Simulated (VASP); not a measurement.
Here is a VASP 6.6.1 calculation.

File INCAR:

```
PREC = Accurate
ENCUT = 520
EDIFF = 1E-6
ISMEAR = 0
SIGMA = 0.15
LREAL = F
LASPH = T
NELM = 100
ALGO = Normal
ISIF = 2
LWAVE = F
LCHARG = F
GGA = PS
NBANDS = 21
```

The input KPOINTS:

```
regular mesh
0
Gamma
  18 18 18
```

POSCAR

```
Ge
1.0
    0.0000000000      2.8804489374      2.8804489374
    2.8804489374      0.0000000000      2.8804489374
    2.8804489374      2.8804489374      0.0000000000
Ge
2
Direct
    0.5000000000      0.5000000000      0.5000000000
    0.7500000000      0.7500000000      0.7500000000
```

Potentials or basis: VASP PAW PBE potentials, release 64 (Ge_d).

Launch:

```console
$ cat potpaw_PBE.64/Ge_d/POTCAR > POTCAR
$ mpirun -np 1 vasp_std > vasp.out
```

**Question.** Predict the band gap on the k mesh.

**Answer.** Zero (bands 14 and 15 overlap by 0.04 eV).

**Question.** What does it give for the pressure?

**Answer.** -2.8 GPa.

Caveat: the cell differs from its parent crystal (strain +0.015 along x and y, +0.015 along z); semilocal functionals underestimate gaps, and a narrow one can read as zero; the PAW data sets were made with another functional, which shifts forces and pressure a little.
